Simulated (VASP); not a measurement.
# SiC (F-43m) in VASP: a series of runs, part 2 of 2

VASP 6.6.1. The steps go on from the part before.

### Step 3. Single point, PBE-based screened hybrid

The input, POSCAR:

```
SiC
1.0
    0.0000000000      2.1780523476      2.1780523476
    2.1780523476      0.0000000000      2.1780523476
    2.1780523476      2.1780523476      0.0000000000
Si C
1 1
Direct
    0.0000000000      0.0000000000      0.0000000000
    0.2500000000      0.2500000000      0.2500000000
```

The input, INCAR.step1:

```
SYSTEM = SiC
PREC     = Accurate       ! precision mode
ENCUT    = 520            ! plane-wave cutoff, eV
EDIFF    = 1E-5           ! SCF threshold, eV
ISMEAR   = 0              ! smearing method
SIGMA    = 0.01           ! smearing width, eV
LREAL    = .FALSE.        ! projectors in reciprocal space
LASPH    = .TRUE.         ! aspherical terms in the spheres
NELM     = 60             ! most SCF steps
ALGO     = Normal         ! electronic algorithm
ISIF     = 2              ! what is computed and relaxed
LWAVE    = .TRUE.         ! write WAVECAR
LCHARG   = .FALSE.        ! write CHGCAR
NBANDS   = 11             ! bands
GGA      = PE             ! functional
```

The input, INCAR.step2:

```
SYSTEM = SiC
PREC     = Accurate       ! precision mode
ENCUT    = 520            ! plane-wave cutoff, eV
EDIFF    = 1E-7           ! SCF threshold, eV
ISMEAR   = 0              ! smearing method
SIGMA    = 0.01           ! smearing width, eV
LREAL    = .FALSE.        ! projectors in reciprocal space
LASPH    = .TRUE.         ! aspherical terms in the spheres
NELM     = 60             ! most SCF steps
ALGO     = Normal         ! electronic algorithm
ISIF     = 2              ! what is computed and relaxed
LWAVE    = .FALSE.        ! write WAVECAR
LCHARG   = .FALSE.        ! write CHGCAR
GGA      = PE             ! functional
LHFCALC  = .TRUE.         ! exact exchange
AEXX     = 0.5            ! exact-exchange fraction
HFSCREEN = 0.1            ! screening, 1/A
PRECFOCK = Normal       
NBANDS   = 11             ! bands
ISTART   = 1
```

The input, KPOINTS:

```
regular mesh
0
G
  4 4 4
  0 0 0
```

Potentials or basis: VASP PAW PBE potentials, release 64 (Si, C).

Run with:

```console
$ cat potpaw_PBE.64/Si/POTCAR potpaw_PBE.64/C/POTCAR > POTCAR
$ cp INCAR.step1 INCAR
$ mpirun -np 1 vasp_std > vasp.out
$ cp INCAR.step2 INCAR
$ mpirun -np 1 vasp_std > vasp.out
```

OUTCAR:

```text
SYSTEM = SiC
   PREC = Accurate
   ENCUT = 520
   EDIFF = 1E-7
   ISMEAR = 0
   LREAL = .FALSE.
   LASPH = .TRUE.
   NELM = 60
   ISIF = 2
   GGA = PE
   LHFCALC = .TRUE.
   AEXX = 0.5
   HFSCREEN = 0.1
   PRECFOCK = Normal
   ISTART = 1

 ion  position               nearest neighbor table
   1  0.000  0.000  0.000-   2 1.89   2 1.89   2 1.89   2 1.89
   2  0.250  0.250  0.250-   1 1.89   1 1.89   1 1.89   1 1.89

  LATTYP: Found a face centered cubic cell.
 ALAT       =     4.3561046952

  Lattice vectors:

 A1 = (   0.0000000000,   2.1780523476,   2.1780523476)
 A2 = (   2.1780523476,   0.0000000000,   2.1780523476)
 A3 = (   2.1780523476,   2.1780523476,   0.0000000000)

Analysis of symmetry for initial positions (statically):
=====================================================================
 Subroutine PRICEL returns:
 Original cell was already a primitive cell.

 Routine SETGRP: Setting up the symmetry group for a
 face centered cubic supercell.

 Subroutine GETGRP returns: Found 24 space group operations
 (whereof 24 operations were pure point group operations)
 out of a pool of 48 trial point group operations.

The static configuration has the point symmetry T_d .

Analysis of symmetry for dynamics (positions and initial velocities):
=====================================================================
 Subroutine PRICEL returns:
 Original cell was already a primitive cell.

 Routine SETGRP: Setting up the symmetry group for a
 face centered cubic supercell.

 Subroutine GETGRP returns: Found 24 space group operations
 (whereof 24 operations were pure point group operations)
 out of a pool of 48 trial point group operations.

The dynamic configuration has the point symmetry T_d .

 Subroutine INISYM returns: Found 24 space group operations
 (whereof 24 operations are pure point group operations),
 and found     1 'primitive' translations

----------------------------------------------------------------------------------------

                                     Primitive cell

  volume of cell :      20.6650

  direct lattice vectors                    reciprocal lattice vectors
     0.000000000  2.178052348  2.178052348    -0.229562894  0.229562894  0.229562894
     2.178052348  0.000000000  2.178052348     0.229562894 -0.229562894  0.229562894
     2.178052348  2.178052348  0.000000000     0.229562894  0.229562894 -0.229562894

  length of vectors
     3.080231170  3.080231170  3.080231170     0.397614596  0.397614596  0.397614596

  position of ions in fractional coordinates (direct lattice)
     0.000000000  0.000000000  0.000000000
     0.250000000  0.250000000  0.250000000

  ion indices of the primitive-cell ions
   primitive index   ion index
                 1           1
                 2           2

----------------------------------------------------------------------------------------

[... 34 lines left out ...]
   k-points           NKPTS =      8   k-points in BZ     NKDIM =     64   number of bands    NBANDS=     11
   number of dos      NEDOS =    301   number of ions     NIONS =      2
   total plane-waves  NPLWV =  13824
   dimension x,y,z NGX =    24 NGY =   24 NGZ =   24
   dimension x,y,z NGXF=    48 NGYF=   48 NGZF=   48
   ions per type =               1   1
   NGX,Y,Z   is equivalent  to a cutoff of  12.95, 12.95, 12.95 a.u.
   NGXF,Y,Z  is equivalent  to a cutoff of  25.91, 25.91, 25.91 a.u.
 SYSTEM =  SiC
   PREC   = accura    normal or accurate (medium, high low for compatibility)
   ISTART =      1    job   : 0-new  1-cont  2-samecut
   ICHARG =      0    charge: 1-file 2-atom 10-const
   ISPIN  =      1    spin polarized calculation?
   LNONCOLLINEAR =      F non collinear calculations
   LSORBIT =      F    spin-orbit coupling
   LASPH  =      T    aspherical Exc in radial PAW
   ENCUT  =  520.0 eV  38.22 Ry    6.18 a.u.   5.73  5.73  5.73*2*pi/ulx,y,z
   NELM   =     60;   NELMIN=  2; NELMDL=  0     # of ELM steps
   EDIFF  = 0.1E-06   stopping-criterion for ELM
   LREAL  =      F    real-space projection
   EDIFFG = 0.1E-05   stopping-criterion for IOM
   NSW    =      0    number of steps for IOM
   IBRION =     -1    ionic relax: 0-MD 1-quasi-New 2-CG
   NFREE  =      0    steps in history (QN), initial steepest desc. (CG)
   ISIF   =      2    stress and relaxation
   ISYM   =      3    0-nonsym 1-usesym 2-fastsym
   POTIM  = 0.5000    time-step for ionic-motion
   TEBEG  =    0.0;   TEEND  =   0.0 temperature during run
   PSTRESS=    0.0 pullay stress
   NELECT =       8.0000    total number of electrons
   NUPDOWN=      -1.0000    fix difference up-down
   EMIN   =  10.00;   EMAX   =-10.00  energy-range for DOS
   EFERMI =   0.00;   METHOD = LEGACY
   ISMEAR =     0;   SIGMA  =   0.01  broadening in eV -4-tet -1-fermi 0-gaus
   EFERMI_NEDOS =   21; number of points for ismear=-14 and -15
   IALGO  =     38    algorithm
   IMIX   =      1    mixing-type and parameters
     AMIX     =   0.40;   BMIX     =  1.00
     AMIX_MAG =   1.60;   BMIX_MAG =  1.00
  volume/ion in A,a.u.               =      10.33        69.73
  Fermi-wavevector in a.u.,A,eV,Ry     =   1.193145  2.254717 19.369182  1.423595
  Thomas-Fermi vector in A             =   2.329166
   LORBIT       =      0    0 simple, 1 ext, 2 COOP (PROOUT), +10 PAW based schemes
   GGA     = PE    functional components
   LHFCALC =     T    Hartree Fock is set to
   PRECFOCK=normal    Normal, Fast or Accurate (Low or Medium for compatibility)
   ENCUT4O =  -1.0   cutoff for four orbital integrals eV
   NKREDX  =     1    reduce k-point grid by
   NKREDY  =     1    reduce k-point grid by
   NKREDZ  =     1    reduce k-point grid by
   AEXX    =    0.5000 exact exchange contribution
   HFSCREEN=    0.1000 screening length (either q_TF or 0.3 A-1)
   HFSCREENC=   0.1000 screening length for correlation (either q_TF or 0.3 A-1)
   ENCUTFOCK=  -1.0 apply spherical cutoff to Coloumb kernel
   IVDW    =     0    specifies the selected vdW correction
   LEPSILON=     F    determine dielectric tensor
   LRPA    =     F    only Hartree local field effects (RPA)
 non-spin polarized calculation
 Gauss-broadening in eV      SIGMA  =   0.01
  energy-cutoff  :      520.00
  volume of cell :       20.66
 maximum number of plane-waves:       568
 NGX is ok and might be reduce to    24
  NGX = 18; NGY = 18; NGZ = 18

 number of electron       8.0000001 magnetization

 Free energy of the ion-electron system (eV)
  ---------------------------------------------------
  ext. energy  EPLUGINS =         0.00000000
  ---------------------------------------------------
  free energy    TOTEN  =       -20.91195736 eV

  energy without entropy =      -20.91195736  energy(sigma->0) =      -20.91195736

 E-fermi :   6.5109     XC(G=0):  -6.9813

 val. band max:        6.4278244852   @ k =   0.0000   0.0000   0.0000
 cond. band min:      10.3884729612   @ k =   0.5000   0.5000   0.0000
 fundamental gap:      3.9606484760
 Fermi energy:         6.5109345404

 k-point     1 :       0.0000    0.0000    0.0000
  band No.  band energies     occupation
      1     -12.1366      2.00000
      2       6.4278      2.00000
      3       6.4278      2.00000
      4       6.4278      2.00000
      5      16.1785      0.00000
      6      17.1589      0.00000
      7      17.1589      0.00000
      8      17.1589      0.00000
      9      24.9378      0.00000
     10      24.9378      0.00000
     11      26.7479      0.00000
[... 85 lines left out ...]
 k-point     8 :      -0.2500    0.5000    0.2500
  band No.  band energies     occupation
      1      -6.0564      2.00000
      2      -1.8914      2.00000
      3       0.5405      2.00000
      4       1.0249      2.00000
      5      14.7097      0.00000
      6      19.5715      0.00000
      7      19.6604      0.00000
      8      19.9189      0.00000
      9      25.3913      0.00000
     10      28.4507      0.00000
     11      32.4780      0.00000

------------------------ aborting loop because EDIFF is reached ----------------------------------------

  FORCE on cell =-STRESS in cart. coord.  units (eV):
  Direction    XX          YY          ZZ          XY          YZ          ZX
  --------------------------------------------------------------------------------------
  -------------------------------------------------------------------------------------
  Total       -0.8567734     -0.8567734     -0.8567734      0.0000000     -0.0000000      0.0000000
  in kB      -66.4265375    -66.4265375    -66.4265375      0.0000000     -0.0000000      0.0000000
  external PRESSURE =     -66.4265375 kB  Pullay stress =       0.0000000 kB

 VOLUME and BASIS-vectors are now :
 -----------------------------------------------------------------------------
  energy-cutoff  :      520.00
  volume of cell :       20.66
      direct lattice vectors                 reciprocal lattice vectors
     0.000000000  2.178052348  2.178052348    -0.229562894  0.229562894  0.229562894
     2.178052348  0.000000000  2.178052348     0.229562894 -0.229562894  0.229562894
     2.178052348  2.178052348  0.000000000     0.229562894  0.229562894 -0.229562894

 POSITION                                       TOTAL-FORCE (eV/Angst)
 -----------------------------------------------------------------------------------
      0.00000      0.00000      0.00000         0.000000      0.000000      0.000000
      1.08903      1.08903      1.08903        -0.000000     -0.000000     -0.000000
 -----------------------------------------------------------------------------------
    total drift:                                0.000001      0.000002      0.000002

  FREE ENERGIE OF THE ION-ELECTRON SYSTEM (eV)
  ---------------------------------------------------
  free  energy   TOTEN  =       -20.9119573587 eV

  energy  without entropy=      -20.9119573587  energy(sigma->0) =      -20.91195736
```

It took 2.2 min on 1 thread of AMD EPYC 7R43 (Zen 3), shared host; peak memory 0.19 GiB.

Results:

```
Free energy            : -20.9120 eV
Pressure               : -6.6 GPa
Band gap on the k mesh : 3.96 eV, indirect (least direct gap 7.78 eV)
```

Caveat: the k points lie up to 0.62 Å⁻¹ apart; the PAW data sets were made with another functional, which shifts forces and pressure a little.

### Step 4. Single point, HSE06

POSCAR is that of step 3.

The input, INCAR.step1:

```
SYSTEM = SiC
PREC = Accurate ; ENCUT = 520
EDIFF = 1E-5 ; ISMEAR = 1
SIGMA = 0.001 ; LREAL = .False.
LASPH = .True. ; NELM = 100
ALGO = Normal ; ISIF = 2
LWAVE = .True. ; LCHARG = .False.
GGA = PE ; NBANDS = 11
```

The input, INCAR.step2:

```
SYSTEM = SiC
PREC = Accurate ; ENCUT = 520
EDIFF = 1E-6 ; ISMEAR = 1
SIGMA = 0.001 ; LREAL = .False.
LASPH = .True. ; NELM = 100
ALGO = Normal ; ISIF = 2
LWAVE = .False. ; LCHARG = .False.
GGA = PE ; LHFCALC = .True.
HFSCREEN = 0.2079 ; PRECFOCK = Normal
ISTART = 1 ; NBANDS = 11
```

The input, KPOINTS:

```
regular mesh
0
Gamma
  4 4 4
  0 0 0
```

Potentials or basis: VASP PAW PBE potentials, release 64 (Si, C).

Run with:

```console
$ cat potpaw_PBE.64/Si/POTCAR potpaw_PBE.64/C/POTCAR > POTCAR
$ cp INCAR.step1 INCAR
$ mpirun -np 1 vasp_std > vasp.out
$ cp INCAR.step2 INCAR
$ mpirun -np 1 vasp_std > vasp.out
```

OUTCAR:

```text
SYSTEM = SiC
   PREC = Accurate
   ENCUT = 520
   EDIFF = 1E-6
   ISMEAR = 1
   LREAL = .False.
   LASPH = .True.
   NELM = 100
   ISIF = 2
   GGA = PE
   LHFCALC = .True.
   HFSCREEN = 0.2079
   PRECFOCK = Normal
   ISTART = 1

 ion  position               nearest neighbor table
   1  0.000  0.000  0.000-   2 1.89   2 1.89   2 1.89   2 1.89
   2  0.250  0.250  0.250-   1 1.89   1 1.89   1 1.89   1 1.89

  LATTYP: Found a face centered cubic cell.
 ALAT       =     4.3561046952

  Lattice vectors:

 A1 = (   0.0000000000,   2.1780523476,   2.1780523476)
 A2 = (   2.1780523476,   0.0000000000,   2.1780523476)
 A3 = (   2.1780523476,   2.1780523476,   0.0000000000)

Analysis of symmetry for initial positions (statically):
=====================================================================
 Subroutine PRICEL returns:
 Original cell was already a primitive cell.

 Routine SETGRP: Setting up the symmetry group for a
 face centered cubic supercell.

 Subroutine GETGRP returns: Found 24 space group operations
 (whereof 24 operations were pure point group operations)
 out of a pool of 48 trial point group operations.

The static configuration has the point symmetry T_d .
[... 163 lines left out ...]
      2       7.5325      2.00000
      3       7.5325      2.00000
      4       7.5325      2.00000
      5      15.1188      0.00000
      6      16.1159      0.00000
      7      16.1159      0.00000
      8      16.1159      0.00000
      9      23.6043      0.00000
     10      23.6043      0.00000
     11      25.5203      0.00000
[... 85 lines left out ...]
 k-point     8 :      -0.2500    0.5000    0.2500
  band No.  band energies     occupation
      1      -3.7814      2.00000
      2      -0.1503      2.00000
      3       2.0890      2.00000
      4       2.4762      2.00000
      5      13.8657      0.00000
      6      18.4422      0.00000
      7      18.5719      0.00000
      8      18.5878      0.00000
      9      23.7101      0.00000
     10      26.8411      0.00000
     11      30.6690      0.00000

------------------------ aborting loop because EDIFF is reached ----------------------------------------

  FORCE on cell =-STRESS in cart. coord.  units (eV):
  Direction    XX          YY          ZZ          XY          YZ          ZX
  --------------------------------------------------------------------------------------
  -------------------------------------------------------------------------------------
  Total       -0.1519966     -0.1519966     -0.1519966      0.0000000      0.0000000      0.0000000
  in kB      -11.7844525    -11.7844525    -11.7844525      0.0000000      0.0000000      0.0000000
  external PRESSURE =     -11.7844525 kB  Pullay stress =       0.0000000 kB

 VOLUME and BASIS-vectors are now :
 -----------------------------------------------------------------------------
  energy-cutoff  :      520.00
  volume of cell :       20.66
      direct lattice vectors                 reciprocal lattice vectors
     0.000000000  2.178052348  2.178052348    -0.229562894  0.229562894  0.229562894
     2.178052348  0.000000000  2.178052348     0.229562894 -0.229562894  0.229562894
     2.178052348  2.178052348  0.000000000     0.229562894  0.229562894 -0.229562894

 POSITION                                       TOTAL-FORCE (eV/Angst)
 -----------------------------------------------------------------------------------
      0.00000      0.00000      0.00000         0.000000      0.000000      0.000000
      1.08903      1.08903      1.08903        -0.000000     -0.000000     -0.000000
 -----------------------------------------------------------------------------------
    total drift:                                0.000000      0.000001      0.000001

  FREE ENERGIE OF THE ION-ELECTRON SYSTEM (eV)
  ---------------------------------------------------
  free  energy   TOTEN  =       -17.3101545263 eV

  energy  without entropy=      -17.3101545263  energy(sigma->0) =      -17.31015453
```

OSZICAR.step1:

```text
N       E                     dE             d eps       ncg     rms          rms(c)
DAV:   1     0.882883117633E+00    0.88288E+00   -0.38234E+03   184   0.601E+02
DAV:   2    -0.163742964477E+02   -0.17257E+02   -0.16785E+02   227   0.102E+02
DAV:   3    -0.168598689249E+02   -0.48557E+00   -0.48468E+00   212   0.134E+01
DAV:   4    -0.168618921912E+02   -0.20233E-02   -0.20257E-02   194   0.109E+00
DAV:   5    -0.168619033820E+02   -0.11191E-04   -0.84732E-05   221   0.685E-02    0.890E+00
DAV:   6    -0.149955004163E+02    0.18664E+01   -0.64697E+00   194   0.115E+01    0.396E+00
DAV:   7    -0.149386531416E+02    0.56847E-01   -0.44236E-01   203   0.377E+00    0.180E+00
DAV:   8    -0.149309873612E+02    0.76658E-02   -0.23899E-02   194   0.100E+00    0.173E-01
DAV:   9    -0.149310518173E+02   -0.64456E-04   -0.21137E-03   211   0.253E-01    0.117E-01
DAV:  10    -0.149311844727E+02   -0.13266E-03   -0.26684E-04   200   0.101E-01    0.291E-02
DAV:  11    -0.149311887254E+02   -0.42528E-05   -0.41360E-05   200   0.347E-02
   1 F= -.14931189E+02 E0= -.14931189E+02  d E =0.000000E+00
```

Run time: 82 s. Hardware: 1 thread of AMD EPYC 7R43 (Zen 3), shared host; peak memory 0.19 GiB.

What came out:

- Free energy: -17.3102 eV
- Pressure: -1.2 GPa
- Band gap on the k mesh: 2.24 eV, indirect (least direct gap 5.75 eV)

Levels at points of the mesh, in eV from the valence-band top:
```csv
k point,band 1,band 2,band 3,band 4,band 5,band 6,band 7,band 8
"(0.00, 0.00, 0.00)",-16.99,0.00,0.00,0.00,7.59,8.58,8.58,8.58
"(0.50, 0.00, 0.00)",-13.13,-9.36,-1.16,-1.16,6.66,8.47,8.47,11.56
"(0.50, 0.50, 0.00)",-11.56,-8.54,-3.51,-3.51,2.24,5.38,15.95,15.95
```

Caveat: the k points lie up to 0.62 Å⁻¹ apart; the PAW data sets were made with another functional, which shifts forces and pressure a little.

### Step 5. Single point, PBE

The input, INCAR:

```
PREC     = Accurate       # precision mode
ENCUT    = 600            # plane-wave cutoff, eV
EDIFF    = 1E-6           # SCF threshold, eV
ISMEAR   = 0              # smearing method
SIGMA    = 0.01           # smearing width, eV
LREAL    = False          # projectors in reciprocal space
LASPH    = True           # aspherical terms in the spheres
NELM     = 120            # most SCF steps
ALGO     = Normal         # electronic algorithm
ISIF     = 2              # what is computed and relaxed
LWAVE    = False          # write WAVECAR
LCHARG   = True           # write CHGCAR
GGA      = PE             # functional
LELF     = True           # ELF
LVHAR    = True         
NBANDS   = 11             # bands
GGA_COMPAT= False
```

The input, KPOINTS:

```
Automatic mesh
0
Gamma
  4 4 4
```

POSCAR is that of step 4.

Run with:

```console
$ cat potpaw_PBE.64/Si/POTCAR potpaw_PBE.64/C/POTCAR > POTCAR
$ mpirun -np 1 vasp_std > vasp.out
```

It took 9.3 s on 1 thread of Intel Xeon 8259CL, shared host; peak memory 0.14 GiB.

Results (log left out):

```
Free energy            : -14.9327 eV
Pressure               : 3.8 GPa
Band gap on the k mesh : 1.31 eV, indirect (least direct gap 4.51 eV)
```

Levels at points of the mesh, in eV from the valence-band top:
```tsv
k point	band 1	band 2	band 3	band 4	band 5	band 6	band 7	band 8
(0.00, 0.00, 0.00)	-15.44	0.00	0.00	0.00	6.24	7.27	7.27	7.27
(0.50, 0.00, 0.00)	-11.86	-8.58	-1.06	-1.06	5.42	7.18	7.18	10.04
(0.50, 0.50, 0.00)	-10.40	-7.83	-3.21	-3.21	1.31	4.28	14.03	14.03
```

Caveat: the k points lie up to 0.62 Å⁻¹ apart. A k mesh can miss the band edges.

### Step 6. Summary

```csv
level,cutoff (eV),smearing,grid for exact exchange (PRECFOCK),screening parameter,share of exact exchange,gap on the mesh (eV),pressure (GPa)
HSE06,520,gaussian 0.01 eV,Normal,0.2079 1/Å,-,2.24,-1.2
PBE-based screened hybrid,520,gaussian 0.01 eV,Normal,0.1 1/Å,0.5,3.96,-6.6
HSE06,520,methfessel-paxton 0.001 eV,Normal,0.2079 1/Å,-,2.24,-1.2
PBE,600,gaussian 0.01 eV,-,-,-,1.31,3.8
```

Alike in all rows: task single point; potentials or basis VASP PAW PBE potentials, release 64 (Si, C); no spin polarisation; cell as given; k mesh 4 × 4 × 4.

Caveats: all runs use coarse meshes; the PAW data sets were made with another functional, which shifts forces and pressure a little (some runs).

Total energies depend on the potentials used, so only differences within one code and one set of settings carry meaning.
